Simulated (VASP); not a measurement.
# CdSe (P6_3mc) in VASP: further runs, part 3 of 3

VASP 6.6.1. The steps go on from the part before.

### Step 6. Single point, LDA

This run uses another cell than the first one, of 24.61 Å³/atom.

Input file INCAR:

```
SYSTEM = CdSe
  ALGO = Normal
  EDIFF = 1E-7
  ENCUT = 520
  ISIF = 2
  ISMEAR = 0
  LASPH = .TRUE.
  LCHARG = .FALSE.
  LREAL = .FALSE.
  LWAVE = .FALSE.
  NBANDS = 26
  NELM = 60
  PREC = Accurate
  SIGMA = 0.01
```

Input file KPOINTS:

```
k-points
0
G
  6 6 4
  0 0 0
```

Input file POSCAR:

```
CdSe
1.0
    4.1079232928      0.0000000000      0.0000000000
   -2.0539616464      3.5575659284      0.0000000000
    0.0000000000      0.0000000000      6.7368396260
Cd Se
2 2
Direct
    0.3333333333      0.6666666667      0.0054688645
    0.6666666667      0.3333333333      0.5054688645
    0.3333333333      0.6666666667      0.3795311355
    0.6666666667      0.3333333333      0.8795311355
```

Potentials or basis: VASP PAW LDA potentials, release 64 (Cd, Se).

Command:

```sh
cat potpaw_LDA.64/Cd/POTCAR potpaw_LDA.64/Se/POTCAR > POTCAR
mpirun -np 1 vasp_std > vasp.out
```

OUTCAR:

```text
SYSTEM = CdSe
   EDIFF = 1E-7
   ENCUT = 520
   ISIF = 2
   ISMEAR = 0
   LASPH = .TRUE.
   LREAL = .FALSE.
   NELM = 60
   PREC = Accurate

 ion  position               nearest neighbor table
   1  0.333  0.667  0.005-   4 2.52   4 2.52   4 2.52   3 2.52
   2  0.667  0.333  0.505-   3 2.52   3 2.52   3 2.52   4 2.52
   3  0.333  0.667  0.380-   2 2.52   2 2.52   2 2.52   1 2.52
   4  0.667  0.333  0.880-   1 2.52   1 2.52   1 2.52   2 2.52

  LATTYP: Found a hexagonal cell.
 ALAT       =     4.1079232928
 C/A-ratio  =     1.6399623717

  Lattice vectors:

 A1 = (   4.1079232928,   0.0000000000,   0.0000000000)
 A2 = (  -2.0539616464,   3.5575659284,   0.0000000000)
 A3 = (   0.0000000000,   0.0000000000,   6.7368396260)

Analysis of symmetry for initial positions (statically):
=====================================================================
 Subroutine PRICEL returns:
 Original cell was already a primitive cell.

 Routine SETGRP: Setting up the symmetry group for a
 hexagonal supercell.

 Subroutine GETGRP returns: Found 12 space group operations
 (whereof  6 operations were pure point group operations)
 out of a pool of 24 trial point group operations.

The static configuration has the point symmetry C_3v.
 The point group associated with its full space group is C_6v.

Analysis of symmetry for dynamics (positions and initial velocities):
=====================================================================
 Subroutine PRICEL returns:
 Original cell was already a primitive cell.

 Routine SETGRP: Setting up the symmetry group for a
 hexagonal supercell.

 Subroutine GETGRP returns: Found 12 space group operations
 (whereof  6 operations were pure point group operations)
 out of a pool of 24 trial point group operations.

The dynamic configuration has the point symmetry C_3v.
 The point group associated with its full space group is C_6v.

 Subroutine INISYM returns: Found 12 space group operations
 (whereof  6 operations are pure point group operations),
[... 115 lines left out ...]
     AMIX     =   0.40;   BMIX     =  1.00
     AMIX_MAG =   1.60;   BMIX_MAG =  1.00
  volume/ion in A,a.u.               =      24.61       166.10
  Fermi-wavevector in a.u.,A,eV,Ry     =   1.170663  2.212232 18.646125  1.370451
  Thomas-Fermi vector in A             =   2.307118
   LORBIT       =      0    0 simple, 1 ext, 2 COOP (PROOUT), +10 PAW based schemes
   GGA     = CA    functional components
   LHFCALC =     F    Hartree Fock is set to
   AEXX    =    0.0000 exact exchange contribution
   IVDW    =     0    specifies the selected vdW correction
   LEPSILON=     F    determine dielectric tensor
   LRPA    =     F    only Hartree local field effects (RPA)
 non-spin polarized calculation
 Gauss-broadening in eV      SIGMA  =   0.01
  energy-cutoff  :      520.00
  volume of cell :       98.45
 maximum number of plane-waves:      2678
 NGX is ok and might be reduce to    32
   NGX = 15   NGY = 15   NGZ = 25

 number of electron      36.0000001 magnetization

 Free energy of the ion-electron system (eV)
  ---------------------------------------------------
  ext. energy  EPLUGINS =         0.00000000
  ---------------------------------------------------
  free energy    TOTEN  =       -13.27439260 eV

  energy without entropy =      -13.27439260  energy(sigma->0) =      -13.27439260

 E-fermi :   2.0683     XC(G=0):  -9.8880

 val. band max:        2.0238621243   @ k =   0.0000   0.0000   0.0000
 cond. band min:       2.7174771519   @ k =   0.0000   0.0000   0.0000
 fundamental gap:      0.6936150276
 Fermi energy:         2.0682541652

 k-point     1 :       0.0000    0.0000    0.0000
  band No.  band energies     occupation
      1     -11.4953      2.00000
      2     -10.9793      2.00000
      3      -6.5121      2.00000
      4      -6.4912      2.00000
      5      -6.4912      2.00000
      6      -6.3934      2.00000
[... 598 lines left out ...]
     25      10.8497      0.00000
     26      10.8497      0.00000

------------------------ aborting loop because EDIFF is reached ----------------------------------------

  FORCE on cell =-STRESS in cart. coord.  units (eV):
  Direction    XX          YY          ZZ          XY          YZ          ZX
  --------------------------------------------------------------------------------------
  -------------------------------------------------------------------------------------
  Total        4.7599927      4.7599927      4.7717454      0.0000000      0.0000000     -0.0000000
  in kB       77.4614067     77.4614067     77.6526637      0.0000000      0.0000000     -0.0000000
  external PRESSURE =      77.5251590 kB  Pullay stress =       0.0000000 kB

 VOLUME and BASIS-vectors are now :
 -----------------------------------------------------------------------------
  energy-cutoff  :      520.00
  volume of cell :       98.45
      direct lattice vectors                 reciprocal lattice vectors
     4.107923293  0.000000000  0.000000000     0.243432004  0.140545533  0.000000000
    -2.053961646  3.557565928  0.000000000     0.000000000  0.281091066  0.000000000
     0.000000000  0.000000000  6.736839626     0.000000000  0.000000000  0.148437555

 POSITION                                       TOTAL-FORCE (eV/Angst)
 -----------------------------------------------------------------------------------
     -0.00000      2.37171      0.03684         0.000000     -0.000000      0.001692
      2.05396      1.18586      3.40526        -0.000000      0.000000      0.001692
     -0.00000      2.37171      2.55684         0.000000     -0.000000     -0.001692
      2.05396      1.18586      5.92526        -0.000000      0.000000     -0.001692
 -----------------------------------------------------------------------------------
    total drift:                               -0.000000     -0.000000     -0.000406

  FREE ENERGIE OF THE ION-ELECTRON SYSTEM (eV)
  ---------------------------------------------------
  free  energy   TOTEN  =       -13.2743925967 eV

  energy  without entropy=      -13.2743925967  energy(sigma->0) =      -13.27439260
```

stdout:

```text
POSCAR found type information on POSCAR CdSe
 POSCAR found :  2 types and       4 ions
 scaLAPACK will be used
 LDA part: xc-table for (Slater(with rela. corr.)+CA(PZ))
 , standard interpolation
 POSCAR, INCAR and KPOINTS ok, starting setup
 FFT: planning ... GRIDC
 FFT: planning ... GRID_SOFT
 FFT: planning ... GRID
 WAVECAR not read
 entering main loop
```

Run time: 76 s. Hardware: 1 thread of Intel Xeon 8259CL, shared host; peak memory 0.21 GiB.

What came out:

| Quantity | Value |
| --- | --- |
| Free energy | -13.2744 eV |
| Pressure | 7.8 GPa |
| Band gap on the k mesh | 0.69 eV |

Caveat: the cell stands under pressure; semilocal functionals underestimate gaps, and a narrow one can read as zero.

### Step 7. The runs side by side

```csv
cell,gap on the mesh (eV),pressure (GPa)
"a = 3.985, b = 3.985, c = 6.627 Å, angles 90.0, 90.0, 120.0°, 4 atoms, atomic positions A",0.81,16.1
"a = 4.061, b = 4.061, c = 6.680 Å, angles 90.0, 90.0, 120.0°, 4 atoms, atomic positions B",0.75,10.9
"a = 4.108, b = 4.108, c = 6.737 Å, angles 90.0, 90.0, 120.0°, 4 atoms, atomic positions C",0.69,7.8
```

Alike in all rows: task single point; level LDA; potentials or basis VASP PAW LDA potentials, release 64 (Cd, Se); no spin polarisation; k mesh 6 × 6 × 4; cutoff (eV) 520; smearing gaussian 0.01 eV.

Caveats: the cell stands under pressure; semilocal functionals underestimate gaps, and a narrow one can read as zero (at least some runs).

Total energies depend on the potentials used, so only differences within one code and one set of settings carry meaning.
